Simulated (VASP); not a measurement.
# MoS (P2_13) in VASP: notebook

Runs on MoS. Level: PBE. Tasks: relaxation of cell and atoms, single point.

Everything below comes from runs of VASP 6.6.1. Logs are shortened: lines on timing, memory, paths and dates and some standing lists are left out, and cuts for length are marked.

### 1 The cell of the first run

It takes space group P2_13 (No. 198, cubic). The conventional cell has a = 5.092 Å, b = 5.092 Å, c = 5.092 Å, α = 90.00°, β = 90.00°, γ = 90.00°. Within 3.4 Å of Mo (site symmetry 3) lie 7 S at 2.55 to 2.87 Å and 6 Mo at 3.12 Å. Within 3.4 Å of S (site symmetry 3) lie 7 Mo at 2.55 to 2.87 Å and 6 S at 3.15 Å.

### 2 Relaxation of cell and atoms, PBE

File INCAR:

```
PREC     = Accurate       # precision mode
ENCUT    = 600            # plane-wave cutoff, eV
EDIFF    = 1E-6           # SCF threshold, eV
ISMEAR   = 0              # smearing method
SIGMA    = 0.1            # smearing width, eV
LREAL    = False          # projectors in reciprocal space
LASPH    = True           # aspherical terms in the spheres
NELM     = 80             # most SCF steps
ALGO     = Normal         # electronic algorithm
ISIF     = 3              # what is computed and relaxed
LWAVE    = False          # write WAVECAR
LCHARG   = False          # write CHGCAR
GGA      = PE             # functional
IBRION   = 2              # ionic algorithm
NSW      = 90             # ionic steps
EDIFFG   = -0.04          # ionic threshold
```

File KPOINTS:

```
Automatic mesh
0
Gamma
  4 4 4
```

File POSCAR:

```
MoS
1.0
    5.0916283212      0.0000000000      0.0000000000
    0.0000000000      5.0916283212      0.0000000000
    0.0000000000      0.0000000000      5.0916283212
Mo S
4 4
Direct
    0.1340000000      0.1340000000      0.1340000000
    0.3660000000      0.8660000000      0.6340000000
    0.6340000000      0.3660000000      0.8660000000
    0.8660000000      0.6340000000      0.3660000000
    0.8445000000      0.8445000000      0.8445000000
    0.6555000000      0.1555000000      0.3445000000
    0.3445000000      0.6555000000      0.1555000000
    0.1555000000      0.3445000000      0.6555000000
```

Potentials or basis: VASP PAW PBE potentials, release 64 (Mo_sv, S).

The run is started by

```sh
cat potpaw_PBE.64/Mo_sv/POTCAR potpaw_PBE.64/S/POTCAR > POTCAR
mpirun -np 1 vasp_std > vasp.out
```

OUTCAR:

```text
PREC = Accurate
   ENCUT = 600
   EDIFF = 1E-6
   ISMEAR = 0
   LREAL = False
   LASPH = True
   NELM = 80
   ISIF = 3
   GGA = PE
   IBRION = 2
   NSW = 90
   EDIFFG = -0.04

 ion  position               nearest neighbor table
   1  0.134  0.134  0.134-   5 2.55   6 2.66   7 2.66   8 2.66   7 2.87   8 2.87   6 2.87   2 3.12
                             4 3.12   2 3.12   4 3.12   3 3.12   3 3.12
   2  0.366  0.866  0.634-   6 2.55   5 2.66   7 2.66   8 2.66   7 2.87   8 2.87   5 2.87   1 3.12
                             3 3.12   1 3.12   3 3.12   4 3.12   4 3.12
   3  0.634  0.366  0.866-   7 2.55   6 2.66   5 2.66   8 2.66   8 2.87   6 2.87   5 2.87   4 3.12
                             2 3.12   2 3.12   4 3.12   1 3.12   1 3.12
   4  0.866  0.634  0.366-   8 2.55   6 2.66   7 2.66   5 2.66   6 2.87   5 2.87   7 2.87   3 3.12
                             1 3.12   1 3.12   3 3.12   2 3.12   2 3.12
   5  0.844  0.844  0.844-   1 2.55   2 2.66   3 2.66   4 2.66   3 2.87   4 2.87   2 2.87
   6  0.656  0.156  0.344-   2 2.55   1 2.66   3 2.66   4 2.66   3 2.87   4 2.87   1 2.87
   7  0.344  0.656  0.156-   3 2.55   2 2.66   1 2.66   4 2.66   4 2.87   2 2.87   1 2.87
   8  0.156  0.344  0.656-   4 2.55   2 2.66   3 2.66   1 2.66   2 2.87   1 2.87   3 2.87

  LATTYP: Found a simple cubic cell.
 ALAT       =     5.0916283212

  Lattice vectors:

 A1 = (   5.0916283212,   0.0000000000,   0.0000000000)
 A2 = (   0.0000000000,   5.0916283212,   0.0000000000)
 A3 = (   0.0000000000,   0.0000000000,   5.0916283212)

Analysis of symmetry for initial positions (statically):
=====================================================================
 Subroutine PRICEL returns:
 Original cell was already a primitive cell.

 Routine SETGRP: Setting up the symmetry group for a
 simple cubic supercell.

 Subroutine GETGRP returns: Found 12 space group operations
 (whereof  3 operations were pure point group operations)
 out of a pool of 48 trial point group operations.

The static configuration has the point symmetry C_3 .
 The point group associated with its full space group is T   .

Analysis of symmetry for dynamics (positions and initial velocities):
=====================================================================
 Subroutine PRICEL returns:
 Original cell was already a primitive cell.

 Routine SETGRP: Setting up the symmetry group for a
 simple cubic supercell.

 Subroutine GETGRP returns: Found 12 space group operations
 (whereof  3 operations were pure point group operations)
 out of a pool of 48 trial point group operations.

The dynamic configuration has the point symmetry C_3 .
 The point group associated with its full space group is T   .

 Subroutine INISYM returns: Found 12 space group operations
 (whereof  3 operations are pure point group operations),
 and found     1 'primitive' translations

----------------------------------------------------------------------------------------

                                     Primitive cell

  volume of cell :     131.9988

  direct lattice vectors                    reciprocal lattice vectors
     5.091628321  0.000000000  0.000000000     0.196400824  0.000000000  0.000000000
     0.000000000  5.091628321  0.000000000     0.000000000  0.196400824  0.000000000
     0.000000000  0.000000000  5.091628321     0.000000000  0.000000000  0.196400824

  length of vectors
     5.091628321  5.091628321  5.091628321     0.196400824  0.196400824  0.196400824

  position of ions in fractional coordinates (direct lattice)
     0.134000000  0.134000000  0.134000000
     0.366000000  0.866000000  0.634000000
     0.634000000  0.366000000  0.866000000
     0.866000000  0.634000000  0.366000000
     0.844500000  0.844500000  0.844500000
     0.655500000  0.155500000  0.344500000
     0.344500000  0.655500000  0.155500000
     0.155500000  0.344500000  0.655500000

  ion indices of the primitive-cell ions
   primitive index   ion index
                 1           1
                 2           2
                 3           3
                 4           4
                 5           5
                 6           6
                 7           7
                 8           8

----------------------------------------------------------------------------------------

 KPOINTS: Automatic mesh

Automatic generation of k-mesh.
 Grid dimensions read from file:
 generate k-points for:    4    4    4

 Generating k-lattice:

  Cartesian coordinates                     Fractional coordinates (reciprocal lattice)
     0.049100206  0.000000000  0.000000000     0.250000000  0.000000000  0.000000000
     0.000000000  0.049100206  0.000000000     0.000000000  0.250000000  0.000000000
     0.000000000  0.000000000  0.049100206     0.000000000  0.000000000  0.250000000

  Length of vectors
     0.049100206  0.049100206  0.049100206

  Shift w.r.t. Gamma in fractional coordinates (k-lattice)
     0.000000000  0.000000000  0.000000000

 Subroutine IBZKPT returns following result:
 ===========================================

 Found     11 irreducible k-points:

 Following reciprocal coordinates:
            Coordinates               Weight
  0.000000  0.000000  0.000000      1.000000
  0.250000  0.000000  0.000000      6.000000
  0.500000  0.000000  0.000000      3.000000
  0.250000  0.250000  0.000000     12.000000
  0.500000  0.250000  0.000000      6.000000
 -0.250000  0.500000  0.000000      6.000000
  0.500000  0.500000  0.000000      3.000000
  0.250000  0.250000  0.250000      8.000000
  0.500000  0.250000  0.250000     12.000000
  0.500000  0.500000  0.250000      6.000000
  0.500000  0.500000  0.500000      1.000000
   k-points           NKPTS =     11   k-points in BZ     NKDIM =     11   number of bands    NBANDS=     48
   number of dos      NEDOS =    301   number of ions     NIONS =      8
   total plane-waves  NPLWV =  74088
   dimension x,y,z NGX =    42 NGY =   42 NGZ =   42
   dimension x,y,z NGXF=    84 NGYF=   84 NGZF=   84
   ions per type =               4   4
   NGX,Y,Z   is equivalent  to a cutoff of  13.71, 13.71, 13.71 a.u.
   NGXF,Y,Z  is equivalent  to a cutoff of  27.43, 27.43, 27.43 a.u.
 SYSTEM =  unknown system
   PREC   = accura    normal or accurate (medium, high low for compatibility)
   ISTART =      0    job   : 0-new  1-cont  2-samecut
   ICHARG =      2    charge: 1-file 2-atom 10-const
   ISPIN  =      1    spin polarized calculation?
   LNONCOLLINEAR =      F non collinear calculations
   LSORBIT =      F    spin-orbit coupling
   LASPH  =      T    aspherical Exc in radial PAW
   ENCUT  =  600.0 eV  44.10 Ry    6.64 a.u.  10.17 10.17 10.17*2*pi/ulx,y,z
   NELM   =     80;   NELMIN=  2; NELMDL= -5     # of ELM steps
   EDIFF  = 0.1E-05   stopping-criterion for ELM
   LREAL  =      F    real-space projection
   EDIFFG = -.4E-01   stopping-criterion for IOM
   NSW    =     90    number of steps for IOM
   IBRION =      2    ionic relax: 0-MD 1-quasi-New 2-CG
   NFREE  =      1    steps in history (QN), initial steepest desc. (CG)
   ISIF   =      3    stress and relaxation
   ISYM   =      2    0-nonsym 1-usesym 2-fastsym
   POTIM  = 0.5000    time-step for ionic-motion
   TEBEG  =    0.0;   TEEND  =   0.0 temperature during run
   PSTRESS=    0.0 pullay stress
   NELECT =      80.0000    total number of electrons
   NUPDOWN=      -1.0000    fix difference up-down
   EMIN   =  10.00;   EMAX   =-10.00  energy-range for DOS
   EFERMI =   0.00;   METHOD = LEGACY
   ISMEAR =     0;   SIGMA  =   0.10  broadening in eV -4-tet -1-fermi 0-gaus
   EFERMI_NEDOS =   21; number of points for ismear=-14 and -15
   IALGO  =     38    algorithm
   IMIX   =      4    mixing-type and parameters
     AMIX     =   0.40;   BMIX     =  1.00
     AMIX_MAG =   1.60;   BMIX_MAG =  1.00
  volume/ion in A,a.u.               =      16.50       111.35
  Fermi-wavevector in a.u.,A,eV,Ry     =   1.385420  2.618064 26.114869  1.919389
  Thomas-Fermi vector in A             =   2.509832
   LORBIT       =      0    0 simple, 1 ext, 2 COOP (PROOUT), +10 PAW based schemes
   GGA     = PE    functional components
   LHFCALC =     F    Hartree Fock is set to
   AEXX    =    0.0000 exact exchange contribution
   IVDW    =     0    specifies the selected vdW correction
   LEPSILON=     F    determine dielectric tensor
   LRPA    =     F    only Hartree local field effects (RPA)
 conjugate gradient relaxation of ions
 non-spin polarized calculation
 Gauss-broadening in eV      SIGMA  =   0.10
  energy-cutoff  :      600.00
  volume of cell :      132.00
 maximum number of plane-waves:      4436
 NGX is ok and might be reduce to    42
   NGX = 21   NGY = 21   NGZ = 21

--------------------------------------- Ionic step        1  -------------------------------------------

 number of electron      80.0000003 magnetization

 Free energy of the ion-electron system (eV)
  ---------------------------------------------------
  ext. energy  EPLUGINS =         0.00000000
  ---------------------------------------------------
  free energy    TOTEN  =       -59.99251205 eV

  energy without entropy =      -59.94623438  energy(sigma->0) =      -59.96937321

------------------------ aborting loop because EDIFF is reached ----------------------------------------

  FORCE on cell =-STRESS in cart. coord.  units (eV):
  Direction    XX          YY          ZZ          XY          YZ          ZX
  --------------------------------------------------------------------------------------
  -------------------------------------------------------------------------------------
  Total      -16.6683163    -16.6683163    -16.6683163      0.0000000      0.0000000     -0.0000000
  in kB     -202.3169338   -202.3169338   -202.3169338      0.0000000      0.0000000     -0.0000000
  external PRESSURE =    -202.3169338 kB  Pullay stress =       0.0000000 kB
[... 107 lines left out ...]
  FREE ENERGIE OF THE ION-ELECTRON SYSTEM (eV)
  ---------------------------------------------------
  free  energy   TOTEN  =       -61.3962793141 eV

  energy  without entropy=      -61.3661581335  energy(sigma->0) =      -61.38121872

[... ionic steps 4 to 18 ...]

--------------------------------------- Ionic step       19  -------------------------------------------

 number of electron      80.0000008 magnetization

------------------------ aborting loop because EDIFF is reached ----------------------------------------

  FORCE on cell =-STRESS in cart. coord.  units (eV):
  Direction    XX          YY          ZZ          XY          YZ          ZX
  --------------------------------------------------------------------------------------
  -------------------------------------------------------------------------------------
  Total        0.2065170      0.2065170      0.2065170      0.0000000     -0.0000000      0.0000000
  in kB        2.7145374      2.7145374      2.7145374      0.0000000     -0.0000000      0.0000000
  external PRESSURE =       2.7145374 kB  Pullay stress =       0.0000000 kB
[... 69 lines left out ...]
  energy  without entropy=      -62.9940642309  energy(sigma->0) =      -62.99858465

--------------------------------------- Ionic step       21  -------------------------------------------

 number of electron      80.0000008 magnetization

 Free energy of the ion-electron system (eV)
  ---------------------------------------------------
  ext. energy  EPLUGINS =         0.00000000
  ---------------------------------------------------
  free energy    TOTEN  =       -63.00415272 eV

  energy without entropy =      -62.99505466  energy(sigma->0) =      -62.99960369

 E-fermi :  11.1181     XC(G=0): -12.2824

 val. band max:       11.0063118695   @ k =   0.2500   0.0000   0.0000
 cond. band min:      11.1592752357   @ k =   0.5000   0.5000   0.0000
 fundamental gap:      0.1529633662
 Fermi energy:        11.1181007075

 k-point     1 :       0.0000    0.0000    0.0000
  band No.  band energies     occupation
      1     -50.1417      2.00000
      2     -50.0811      2.00000
      3     -50.0811      2.00000
      4     -50.0811      2.00000
      5     -24.4334      2.00000
      6     -24.4334      2.00000
[... 585 lines left out ...]
  FREE ENERGIE OF THE ION-ELECTRON SYSTEM (eV)
  ---------------------------------------------------
  free  energy   TOTEN  =       -63.0041527207 eV

  energy  without entropy=      -62.9950546588  energy(sigma->0) =      -62.99960369

 reached required accuracy - stopping structural energy minimisation
```

Run time: 12 min. Hardware: 1 thread of AMD EPYC 9R45 (Zen 5), shared host; peak memory 0.27 GiB.

What came out:

| Item | Value |
| --- | --- |
| Free energy | -63.0042 eV |
| Relaxed volume | 15.27 Å³/atom |
| Relaxed cell | a = 4.961 Å, b = 4.961 Å, c = 4.961 Å, α = 90.00°, β = 90.00°, γ = 90.00° |
| Space group after relaxing (to 0.1 Å) | P2_13 (No. 198) |
| Energy gained by relaxing | 376.5 meV/atom |
| Ionic steps | 21 |
| Pressure after relaxing | 0.1 GPa |
| Largest force after relaxing | 0.028 eV/Å |
| Band gap on the k mesh | zero (bands 40 and 41 overlap by 0.07 eV) |

Forces in eV/Å, atoms in the order of the input:
```
Mo   0.014  0.014  0.014
Mo  -0.014 -0.014  0.014
Mo   0.014 -0.014 -0.014
Mo  -0.014  0.014 -0.014
S   -0.016 -0.016 -0.016
S    0.016  0.016 -0.016
S   -0.016  0.016  0.016
S    0.016 -0.016  0.016
```

The path:
```
step  energy change (eV)  largest force (eV/Å)  pressure (GPa)  volume (Å³)
   1              0.0000                1.0140          -20.23       132.00
   2              1.0122                0.7293           52.66        96.06
   3             -1.4038                1.1366            0.17       114.36
   4             -1.4066                1.1351            1.21       113.78
   5             -1.4065                1.1339            1.84       113.43
   6             -1.7200                0.9240            2.97       113.38
   7             -2.2701                1.2437           10.82       113.25
   8             -2.3792                1.1996            9.33       114.57
   9             -2.5668                1.3695            5.68       118.60
  10             -2.5828                1.5439            4.52       120.22
  11             -2.6924                1.2029            2.06       121.20
  12             -2.8320                0.8948           -4.08       123.98
  13             -2.9110                0.7244           -2.70       122.85
  14             -2.9861                0.2286            0.94       120.38
  15             -2.9862                0.2456            0.81       120.45
  16             -2.9933                0.2024            0.47       120.81
  17             -3.0050                0.2078           -0.52       121.90
  18             -3.0057                0.2228           -0.81       122.23
  19             -3.0106                0.0860            0.27       121.89
  20             -3.0106                0.0757            0.35       121.87
  21             -3.0116                0.0276            0.07       122.12
```

Final structure:
```yaml
crystal:
  lattice:
    - [4.96131, 0.00000, 0.00000]
    - [0.00000, 4.96131, 0.00000]
    - [0.00000, 0.00000, 4.96131]
  atoms:
    - { symbol: Mo, position: [0.09676, 0.09676, 0.09676] }
    - { symbol: Mo, position: [0.40324, 0.90324, 0.59676] }
    - { symbol: Mo, position: [0.59676, 0.40324, 0.90324] }
    - { symbol: Mo, position: [0.90324, 0.59676, 0.40324] }
    - { symbol: S, position: [0.81616, 0.81616, 0.81616] }
    - { symbol: S, position: [0.68384, 0.18384, 0.31616] }
    - { symbol: S, position: [0.31616, 0.68384, 0.18384] }
    - { symbol: S, position: [0.18384, 0.31616, 0.68384] }
```

Levels at points of the mesh, in eV from the Fermi level:
| k point | band 38 | band 39 | band 40 | band 41 | band 42 | band 43 |
| --- | --- | --- | --- | --- | --- | --- |
| (0.00, 0.00, 0.00) | -1.42 | 0.11 | 0.11 | 1.19 | 1.19 | 1.19 |
| (0.50, 0.00, 0.00) | -1.14 | -0.67 | -0.67 | 0.91 | 0.91 | 1.54 |
| (0.50, 0.50, 0.00) | -1.51 | -0.41 | -0.41 | 0.04 | 0.04 | 1.26 |
| (0.50, 0.50, 0.50) | -0.78 | -0.78 | -0.78 | 0.09 | 0.09 | 0.09 |

### 3 Single point, PBE, collinear spin

File INCAR:

```
SYSTEM = MoS
  PREC = Accurate
  ENCUT = 520
  EDIFF = 1E-7
  ISMEAR = 0
  SIGMA = 0.1
  LREAL = .False.
  LASPH = .True.
  NELM = 150
  ALGO = Normal
  ISIF = 2
  LWAVE = .False.
  LCHARG = .True.
  ISPIN = 2
  MAGMOM = 1 1 1 1 0 0 0 0
  LORBIT = 11
  LMAXMIX = 4
  GGA = PE
  LELF = .True.
  LVHAR = .True.
  NBANDS = 54
```

File KPOINTS:

```
regular mesh
0
Gamma
  4 4 4
  0 0 0
```

POSCAR is that of step 2.

Potentials or basis: VASP PAW PBE potentials, release 64 (Mo_sv, S).

The run is started by

```sh
cat potpaw_PBE.64/Mo_sv/POTCAR potpaw_PBE.64/S/POTCAR > POTCAR
mpirun -np 1 vasp_std > vasp.out
```

It took 2.1 min on 1 thread of AMD EPYC 9R45 (Zen 5), shared host; peak memory 0.3 GiB.

Results (log left out):

```
Free energy                                           : -59.9918 eV
Pressure                                              : -20.2 GPa
Largest force                                         : 1.015 eV/Å
Band gap on the k mesh                                : zero (filled and empty bands overlap)
Net moment                                            : 0.00 μB per cell
Valence electrons inside the program's atomic spheres : Mo 12.16; S 3.59
```

Forces on the atoms (eV/Å):
```
Mo  -0.481 -0.481 -0.481
Mo   0.481  0.481 -0.481
Mo  -0.481  0.481  0.481
Mo   0.481 -0.481  0.481
S   -0.586 -0.586 -0.586
S    0.586  0.586 -0.586
S   -0.586  0.586  0.586
S    0.586 -0.586  0.586
```

Levels at points of the mesh, in eV from the Fermi level:
Spin up:
| k point | band 37 | band 38 | band 39 | band 40 | band 41 | band 42 | band 43 | band 44 |
| --- | --- | --- | --- | --- | --- | --- | --- | --- |
| (0.00, 0.00, 0.00) | -0.69 | -0.69 | 0.52 | 0.52 | 0.73 | 0.73 | 0.73 | 1.05 |
| (0.50, 0.00, 0.00) | -0.67 | -0.67 | -0.35 | -0.35 | 0.43 | 0.43 | 0.67 | 0.67 |
| (0.50, 0.50, 0.00) | -1.27 | -1.27 | -0.58 | -0.58 | 0.12 | 0.12 | 0.90 | 0.90 |
| (0.50, 0.50, 0.50) | -0.82 | -0.82 | -0.82 | -0.82 | -0.04 | -0.04 | -0.04 | -0.04 |
Spin down:
```csv
k point,band 36,band 37,band 38,band 39,band 40,band 41,band 42,band 43,band 44,band 45
"(0.00, 0.00, 0.00)",-0.69,-0.69,-0.69,0.52,0.52,0.73,0.73,0.73,1.05,1.34
"(0.50, 0.00, 0.00)",-1.63,-0.67,-0.67,-0.35,-0.35,0.43,0.43,0.67,0.67,1.07
"(0.50, 0.50, 0.00)",-1.47,-1.27,-1.27,-0.58,-0.58,0.12,0.12,0.90,0.90,1.00
"(0.50, 0.50, 0.50)",-1.23,-0.82,-0.82,-0.82,-0.82,-0.04,-0.04,-0.04,-0.04,1.14
```

Caveat: the cell stands under tension; forces of over 1 eV/Å act on the atoms, so gaps and moduli don't describe the material at rest.

The gap in the log of VASP goes by the Fermi energy; the results here count the filled bands.